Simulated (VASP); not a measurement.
# C (Fmmm) in VASP: further runs

Runs on C. Level: LDA. Tasks: single point.

Program: VASP 6.6.1. These are calculated values, not measurements. Logs are shortened: lines on timing, memory, paths and dates and some standing lists are left out, and cuts for length are marked.

### Step 1. The cell of the first run

Symmetry: Fmmm, No. 69, orthorhombic system. The conventional cell has a = 2.456 Å, b = 4.254 Å, c = 6.696 Å, α = 90.00°, β = 90.00°, γ = 90.00°. Within 1.9 Å of C (site symmetry m2m) lie 3 C at 1.42 Å.

### Step 2. Single point, LDA

INCAR

```
SYSTEM = C
  PREC = Accurate
  ENCUT = 520
  EDIFF = 1E-7
  ISMEAR = 0
  SIGMA = 0.1
  LREAL = .FALSE.
  LASPH = .TRUE.
  NELM = 80
  ALGO = Normal
  ISIF = 2
  LWAVE = .FALSE.
  LCHARG = .FALSE.
  NBANDS = 11
```

KPOINTS

```
regular mesh
0
G
  14 14 14
  0 0 0
```

POSCAR

```
C
1.0
    0.0000000000      2.1270000000      3.3480000000
    1.2280000000      0.0000000000      3.3480000000
    1.2280000000      2.1270000000      0.0000000000
C
2
Direct
    0.1666666667      0.8333333333      0.1666666667
    0.8333333333      0.1666666667      0.8333333333
```

Potentials or basis: VASP PAW LDA potentials, release 64 (C).

Launch:

```sh
cat potpaw_LDA.64/C/POTCAR > POTCAR
mpirun -np 1 vasp_std > vasp.out
```

OUTCAR:

```text
SYSTEM = C
   PREC = Accurate
   ENCUT = 520
   EDIFF = 1E-7
   ISMEAR = 0
   LREAL = .FALSE.
   LASPH = .TRUE.
   NELM = 80
   ISIF = 2

 ion  position               nearest neighbor table
   1  0.167  0.833  0.167-   2 1.42   2 1.42   2 1.42
   2  0.833  0.167  0.833-   1 1.42   1 1.42   1 1.42

  LATTYP: Found a face centered orthorhombic cell.
 ALAT       =     2.4560000000
 B/A-ratio  =     1.7320846906
 C/A-ratio  =     2.7263843648

  Lattice vectors:

 A1 = (   0.0000000000,   2.1270000000,   3.3480000000)
 A2 = (   1.2280000000,   0.0000000000,   3.3480000000)
 A3 = (   1.2280000000,   2.1270000000,   0.0000000000)

Analysis of symmetry for initial positions (statically):
=====================================================================
 Subroutine PRICEL returns:
 Original cell was already a primitive cell.

 Routine SETGRP: Setting up the symmetry group for a
 face centered orthorhombic supercell.

 Subroutine GETGRP returns: Found  8 space group operations
 (whereof  8 operations were pure point group operations)
 out of a pool of  8 trial point group operations.

The static configuration has the point symmetry D_2h.

Analysis of symmetry for dynamics (positions and initial velocities):
=====================================================================
 Subroutine PRICEL returns:
 Original cell was already a primitive cell.

 Routine SETGRP: Setting up the symmetry group for a
 face centered orthorhombic supercell.

 Subroutine GETGRP returns: Found  8 space group operations
 (whereof  8 operations were pure point group operations)
 out of a pool of  8 trial point group operations.

The dynamic configuration has the point symmetry D_2h.

 Subroutine INISYM returns: Found  8 space group operations
 (whereof  8 operations are pure point group operations),
 and found     1 'primitive' translations

----------------------------------------------------------------------------------------

                                     Primitive cell

  volume of cell :      17.4897

  direct lattice vectors                    reciprocal lattice vectors
     0.000000000  2.127000000  3.348000000    -0.407166124  0.235072873  0.149342891
     1.228000000  0.000000000  3.348000000     0.407166124 -0.235072873  0.149342891
     1.228000000  2.127000000  0.000000000     0.407166124  0.235072873 -0.149342891

  length of vectors
     3.966513961  3.566102635  2.456036034     0.493301943  0.493301943  0.493301943

  position of ions in fractional coordinates (direct lattice)
     0.166666667  0.833333333  0.166666667
     0.833333333  0.166666667  0.833333333

  ion indices of the primitive-cell ions
   primitive index   ion index
                 1           1
                 2           2

----------------------------------------------------------------------------------------

 KPOINTS: regular mesh

Automatic generation of k-mesh.
 Grid dimensions read from file:
 generate k-points for:   14   14   14

 Generating k-lattice:

  Cartesian coordinates                     Fractional coordinates (reciprocal lattice)
    -0.029083295  0.016790919  0.010667349     0.071428571  0.000000000  0.000000000
     0.029083295 -0.016790919  0.010667349     0.000000000  0.071428571  0.000000000
     0.029083295  0.016790919 -0.010667349     0.000000000  0.000000000  0.071428571

  Length of vectors
     0.035235853  0.035235853  0.035235853

  Shift w.r.t. Gamma in fractional coordinates (k-lattice)
     0.000000000  0.000000000  0.000000000

 Subroutine IBZKPT returns following result:
 ===========================================

 Found    428 irreducible k-points:

 Following reciprocal coordinates:
            Coordinates               Weight
  0.000000  0.000000  0.000000      1.000000
  0.071429  0.000000  0.000000      8.000000
  0.142857  0.000000  0.000000      8.000000
  0.214286  0.000000  0.000000      8.000000
  0.285714  0.000000  0.000000      8.000000
  0.357143  0.000000 -0.000000      8.000000
[... 16 lines left out ...]
  0.214286  0.142857  0.000000      8.000000
  0.285714  0.142857  0.000000      8.000000
 [... further k-points ...]
   k-points           NKPTS =    428   k-points in BZ     NKDIM =    428   number of bands    NBANDS=     11
   number of dos      NEDOS =    301   number of ions     NIONS =      2
   total plane-waves  NPLWV =  15120
   dimension x,y,z NGX =    30 NGY =   28 NGZ =   18
   dimension x,y,z NGXF=    60 NGYF=   56 NGZF=   36
   ions per type =               2
   NGX,Y,Z   is equivalent  to a cutoff of  12.57, 13.05, 12.18 a.u.
   NGXF,Y,Z  is equivalent  to a cutoff of  25.15, 26.11, 24.37 a.u.
 SYSTEM =  C
   PREC   = accura    normal or accurate (medium, high low for compatibility)
   ISTART =      0    job   : 0-new  1-cont  2-samecut
   ICHARG =      2    charge: 1-file 2-atom 10-const
   ISPIN  =      1    spin polarized calculation?
   LNONCOLLINEAR =      F non collinear calculations
   LSORBIT =      F    spin-orbit coupling
   LASPH  =      T    aspherical Exc in radial PAW
   ENCUT  =  520.0 eV  38.22 Ry    6.18 a.u.   7.38  6.63  4.57*2*pi/ulx,y,z
   NELM   =     80;   NELMIN=  2; NELMDL= -5     # of ELM steps
   EDIFF  = 0.1E-06   stopping-criterion for ELM
   LREAL  =      F    real-space projection
   EDIFFG = 0.1E-05   stopping-criterion for IOM
   NSW    =      0    number of steps for IOM
   IBRION =     -1    ionic relax: 0-MD 1-quasi-New 2-CG
   NFREE  =      0    steps in history (QN), initial steepest desc. (CG)
   ISIF   =      2    stress and relaxation
   ISYM   =      2    0-nonsym 1-usesym 2-fastsym
   POTIM  = 0.5000    time-step for ionic-motion
   TEBEG  =    0.0;   TEEND  =   0.0 temperature during run
   PSTRESS=    0.0 pullay stress
   NELECT =       8.0000    total number of electrons
   NUPDOWN=      -1.0000    fix difference up-down
   EMIN   =  10.00;   EMAX   =-10.00  energy-range for DOS
   EFERMI =   0.00;   METHOD = LEGACY
   ISMEAR =     0;   SIGMA  =   0.10  broadening in eV -4-tet -1-fermi 0-gaus
   EFERMI_NEDOS =   21; number of points for ismear=-14 and -15
   IALGO  =     38    algorithm
   IMIX   =      4    mixing-type and parameters
     AMIX     =   0.40;   BMIX     =  1.00
     AMIX_MAG =   1.60;   BMIX_MAG =  1.00
  volume/ion in A,a.u.               =       8.74        59.01
  Fermi-wavevector in a.u.,A,eV,Ry     =   1.261376  2.383654 21.647797  1.591068
  Thomas-Fermi vector in A             =   2.394838
   LORBIT       =      0    0 simple, 1 ext, 2 COOP (PROOUT), +10 PAW based schemes
   GGA     = CA    functional components
   LHFCALC =     F    Hartree Fock is set to
   AEXX    =    0.0000 exact exchange contribution
   IVDW    =     0    specifies the selected vdW correction
   LEPSILON=     F    determine dielectric tensor
   LRPA    =     F    only Hartree local field effects (RPA)
 non-spin polarized calculation
 Gauss-broadening in eV      SIGMA  =   0.10
  energy-cutoff  :      520.00
  volume of cell :       17.49
 maximum number of plane-waves:       499
 NGX is ok and might be reduce to    30
   NGX = 15   NGY = 13   NGZ =  9

 number of electron       8.0000000 magnetization

 Free energy of the ion-electron system (eV)
  ---------------------------------------------------
  ext. energy  EPLUGINS =         0.00000000
  ---------------------------------------------------
  free energy    TOTEN  =       -20.21919389 eV

  energy without entropy =      -20.21917615  energy(sigma->0) =      -20.21918502

 E-fermi :   4.9113     XC(G=0): -10.7878

 val. band max:        4.7777355659   @ k =   0.5000  -0.1429   0.3571
 cond. band min:       5.1008984330   @ k =  -0.1429   0.2143   0.2857
 fundamental gap:      0.3231628671
 Fermi energy:         4.9113019672

 k-point     1 :       0.0000    0.0000    0.0000
  band No.  band energies     occupation
      1     -14.8829      2.00000
      2      -1.9547      2.00000
      3       1.6398      2.00000
      4       1.6672      2.00000
      5       8.5003      0.00000
      6      12.9962      0.00000
      7      13.0688      0.00000
      8      16.0672      0.00000
      9      17.8115      0.00000
     10      27.0894      0.00000
     11      29.9217      0.00000

 k-point     2 :       0.0714    0.0000    0.0000
  band No.  band energies     occupation
      1     -14.7571      2.00000
      2      -1.8477      2.00000
      3       1.1899      2.00000
      4       1.3914      2.00000
      5       8.7126      0.00000
      6      13.1072      0.00000
      7      13.5364      0.00000
      8      15.6229      0.00000
      9      18.0192      0.00000
     10      27.4820      0.00000
     11      28.7472      0.00000

 k-point     3 :       0.1429    0.0000    0.0000
  band No.  band energies     occupation
      1     -14.3813      2.00000
      2      -1.5247      2.00000
      3      -0.0472      2.00000
      4       0.7567      2.00000
      5       9.3427      0.00000
      6      13.1377      0.00000
      7      14.4009      0.00000
      8      14.9482      0.00000
      9      18.6916      0.00000
     10      26.3658      0.00000
     11      28.5327      0.00000

 k-point     4 :       0.2143    0.0000    0.0000
  band No.  band energies     occupation
      1     -13.7599      2.00000
      2      -1.7256      2.00000
      3      -0.9822      2.00000
      4      -0.0100      2.00000
      5      10.3595      0.00000
      6      12.6664      0.00000
      7      13.0035      0.00000
      8      16.9675      0.00000
      9      19.7724      0.00000
     10      24.2690      0.00000
     11      28.7905      0.00000

 k-point     5 :       0.2857    0.0000    0.0000
  band No.  band energies     occupation
      1     -12.9008      2.00000
      2      -3.5841      2.00000
      3      -0.7258      2.00000
      4      -0.2228      2.00000
      5      10.6068      0.00000
      6      11.7899      0.00000
      7      12.7942      0.00000
      8      19.3278      0.00000
      9      20.8519      0.00000
     10      22.8120      0.00000
     11      27.7238      0.00000
[... 211 lines left out ...]
 k-point    21 :      -0.0714    0.0714    0.0000
  band No.  band energies     occupation
      1     -14.3959      2.00000
      2      -1.3996      2.00000
      3      -0.0443      2.00000
      4       0.7567      2.00000
      5       9.0916      0.00000
      6      13.1398      0.00000
      7      14.3839      0.00000
      8      14.9471      0.00000
      9      18.7067      0.00000
     10      26.3351      0.00000
     11      28.5414      0.00000

 k-point    22 :       0.1429    0.1429    0.0000
  band No.  band energies     occupation
      1     -14.8250      2.00000
      2      -2.4216      2.00000
      3       1.6421      2.00000
      4       1.6602      2.00000
      5       9.4808      0.00000
      6      13.0029      0.00000
      7      13.0486      0.00000
      8      16.0974      0.00000
      9      17.7822      0.00000
     10      27.0018      0.00000
     11      29.0237      0.00000

 k-point    23 :       0.2143    0.1429    0.0000
  band No.  band energies     occupation
      1     -14.6740      2.00000
      2      -2.4951      2.00000
      3       1.1809      2.00000
      4       1.3909      2.00000
      5      10.1206      0.00000
      6      13.0928      0.00000
      7      13.5330      0.00000
      8      15.6810      0.00000
      9      17.9689      0.00000
     10      27.2788      0.00000
     11      28.1689      0.00000

 k-point    24 :       0.2857    0.1429    0.0000
  band No.  band energies     occupation
      1     -14.2786      2.00000
      2      -2.2935      2.00000
      3      -0.0674      2.00000
      4       0.7566      2.00000
      5      11.0904      0.00000
      6      13.1302      0.00000
      7      14.5197      0.00000
      8      14.9579      0.00000
      9      18.5895      0.00000
     10      26.3656      0.00000
     11      28.3866      0.00000

 [... further k-points ...]
[... 5 lines left out ...]
  --------------------------------------------------------------------------------------
  -------------------------------------------------------------------------------------
  Total       -0.5023278     -0.4991549      0.0133694      0.0000000      0.0000000      0.0000000
  in kB      -46.0168112    -45.7261444      1.2247332      0.0000000      0.0000000      0.0000000
  external PRESSURE =     -30.1727408 kB  Pullay stress =       0.0000000 kB

 VOLUME and BASIS-vectors are now :
 -----------------------------------------------------------------------------
  energy-cutoff  :      520.00
  volume of cell :       17.49
      direct lattice vectors                 reciprocal lattice vectors
     0.000000000  2.127000000  3.348000000    -0.407166124  0.235072873  0.149342891
     1.228000000  0.000000000  3.348000000     0.407166124 -0.235072873  0.149342891
     1.228000000  2.127000000  0.000000000     0.407166124  0.235072873 -0.149342891

 POSITION                                       TOTAL-FORCE (eV/Angst)
 -----------------------------------------------------------------------------------
      1.22800      0.70900      3.34800         0.000000      0.036116      0.000000
      1.22800      3.54500      3.34800         0.000000     -0.036116      0.000000
 -----------------------------------------------------------------------------------
    total drift:                               -0.000000     -0.000000     -0.000000

  FREE ENERGIE OF THE ION-ELECTRON SYSTEM (eV)
  ---------------------------------------------------
  free  energy   TOTEN  =       -20.2191938936 eV

  energy  without entropy=      -20.2191761513  energy(sigma->0) =      -20.21918502
```

It took 38 s on 1 thread of Intel Xeon 6975P-C (Granite Rapids), shared host; peak memory 0.17 GiB.

Results:

```
Free energy            : -20.2192 eV
Pressure               : -3.0 GPa
Largest force          : 0.036 eV/Å
Band gap on the k mesh : 0.32 eV, indirect (least direct gap 0.41 eV)
```

Forces on the atoms (eV/Å):
```
C    0.000  0.036  0.000
C    0.000 -0.036  0.000
```

Stress tensor (GPa, compression positive):
```
-4.60  0.00  0.00
 0.00 -4.57  0.00
 0.00  0.00  0.12
```

Levels at points of the mesh, in eV from the valence-band top:
```tsv
k point	band 2	band 3	band 4	band 5	band 6	band 7
(0.00, 0.00, 0.00)	-6.73	-3.14	-3.11	3.72	8.22	8.29
(0.50, 0.00, 0.00)	-13.33	-6.54	-2.52	1.45	7.45	12.10
(0.50, 0.50, 0.00)	-8.81	-3.15	-3.13	8.18	8.25	10.01
(0.50, 0.00, 0.50)	-13.42	-6.51	-1.71	2.36	7.68	10.77
(0.00, 0.50, 0.50)	-13.23	-6.57	-3.22	0.71	7.25	13.35
```

### Step 3. Single point, LDA

This run uses another cell than the first one, of 9.09 Å³/atom, 1.040 times its volume.

INCAR

```
SYSTEM = C
PREC = Accurate
ENCUT = 520
EDIFF = 1E-6
ISMEAR = 0
SIGMA = 0.1
LREAL = .False.
LASPH = .True.
NELM = 60
ALGO = Normal
ISIF = 2
LWAVE = .False.
LCHARG = .False.
NBANDS = 11
```

KPOINTS

```
regular mesh
0
Gamma
  14 14 14
  0 0 0
```

POSCAR

```
C
1.0
    0.0000000000      2.1549900519      3.3920576840
    1.2441597479      0.0000000000      3.3920576840
    1.2441597479      2.1549900519      0.0000000000
C
2
Direct
    0.1666666667      0.8333333333      0.1666666667
    0.8333333333      0.1666666667      0.8333333333
```

Potentials or basis: VASP PAW LDA potentials, release 64 (C).

Launch:

```sh
cat potpaw_LDA.64/C/POTCAR > POTCAR
mpirun -np 1 vasp_std > vasp.out
```

OUTCAR:

```text
SYSTEM = C
   PREC = Accurate
   ENCUT = 520
   EDIFF = 1E-6
   ISMEAR = 0
   LREAL = .False.
   LASPH = .True.
   NELM = 60
   ISIF = 2

 ion  position               nearest neighbor table
   1  0.167  0.833  0.167-   2 1.44   2 1.44   2 1.44
   2  0.833  0.167  0.833-   1 1.44   1 1.44   1 1.44

  LATTYP: Found a face centered orthorhombic cell.
 ALAT       =     2.4883194958
 B/A-ratio  =     1.7320846905
 C/A-ratio  =     2.7263843648

  Lattice vectors:

 A1 = (   0.0000000000,   2.1549900519,   3.3920576840)
 A2 = (   1.2441597479,   0.0000000000,   3.3920576840)
 A3 = (   1.2441597479,   2.1549900519,   0.0000000000)

Analysis of symmetry for initial positions (statically):
=====================================================================
 Subroutine PRICEL returns:
 Original cell was already a primitive cell.

 Routine SETGRP: Setting up the symmetry group for a
 face centered orthorhombic supercell.

 Subroutine GETGRP returns: Found  8 space group operations
 (whereof  8 operations were pure point group operations)
[... 166 lines left out ...]

 val. band max:        4.4008254010   @ k =   0.5000  -0.1429   0.3571
 cond. band min:       4.7341591385   @ k =  -0.1429   0.2143   0.2857
 fundamental gap:      0.3333337375
 Fermi energy:         4.5401149046

 k-point     1 :       0.0000    0.0000    0.0000
  band No.  band energies     occupation
      1     -14.9142      2.00000
      2      -2.1039      2.00000
      3       1.2711      2.00000
      4       1.2969      2.00000
      5       8.1890      0.00000
      6      12.3847      0.00000
      7      12.4528      0.00000
      8      15.2506      0.00000
      9      16.5650      0.00000
     10      26.2219      0.00000
     11      28.9584      0.00000
[... 309 lines left out ...]
 k-point    24 :       0.2857    0.1429   -0.0000
  band No.  band energies     occupation
      1     -14.3302      2.00000
      2      -2.4136      2.00000
      3      -0.4089      2.00000
      4       0.4224      2.00000
      5      10.6917      0.00000
      6      12.4789      0.00000
      7      13.7859      0.00000
      8      14.2695      0.00000
      9      17.4035      0.00000
     10      25.5346      0.00000
     11      27.5099      0.00000

 [... further k-points ...]
[... 5 lines left out ...]
  --------------------------------------------------------------------------------------
  -------------------------------------------------------------------------------------
  Total       -2.2456921     -2.2419733     -0.0203927      0.0000000      0.0000000      0.0000000
  in kB     -197.8090521   -197.4814850     -1.7962657      0.0000000      0.0000000      0.0000000
  external PRESSURE =    -132.3622676 kB  Pullay stress =       0.0000000 kB

 VOLUME and BASIS-vectors are now :
 -----------------------------------------------------------------------------
  energy-cutoff  :      520.00
  volume of cell :       18.19
      direct lattice vectors                 reciprocal lattice vectors
     0.000000000  2.154990052  3.392057684    -0.401877653  0.232019633  0.147403154
     1.244159748  0.000000000  3.392057684     0.401877653 -0.232019633  0.147403154
     1.244159748  2.154990052  0.000000000     0.401877653  0.232019633 -0.147403154

 POSITION                                       TOTAL-FORCE (eV/Angst)
 -----------------------------------------------------------------------------------
      1.24416      0.71833      3.39206         0.000000      0.034029      0.000000
      1.24416      3.59165      3.39206         0.000000     -0.034029      0.000000
 -----------------------------------------------------------------------------------
    total drift:                               -0.000000     -0.000000     -0.000000

  FREE ENERGIE OF THE ION-ELECTRON SYSTEM (eV)
  ---------------------------------------------------
  free  energy   TOTEN  =       -20.1837857347 eV

  energy  without entropy=      -20.1837704951  energy(sigma->0) =      -20.18377811
```

stdout:

```text
POSCAR found type information on POSCAR C
 POSCAR found :  1 types and       2 ions
 scaLAPACK will be used
 LDA part: xc-table for (Slater(with rela. corr.)+CA(PZ))
 , standard interpolation
 POSCAR, INCAR and KPOINTS ok, starting setup
 FFT: planning ... GRIDC
 FFT: planning ... GRID_SOFT
 FFT: planning ... GRID
 WAVECAR not read
 entering main loop
```

It took 36 s on 1 thread of Intel Xeon 6975P-C (Granite Rapids), shared host; peak memory 0.17 GiB.

Results:

```yaml
Free_energy: -20.1838 eV
Pressure: -13.2 GPa
Largest_force: 0.034 eV/Å
Band_gap_on_the_k_mesh: 0.33 eV, indirect (least direct gap 0.42 eV)
```

Forces in eV/Å, atoms in the order of the input:
```
C    0.000  0.034  0.000
C    0.000 -0.034  0.000
```

(Part 1 of 2 ends here.)
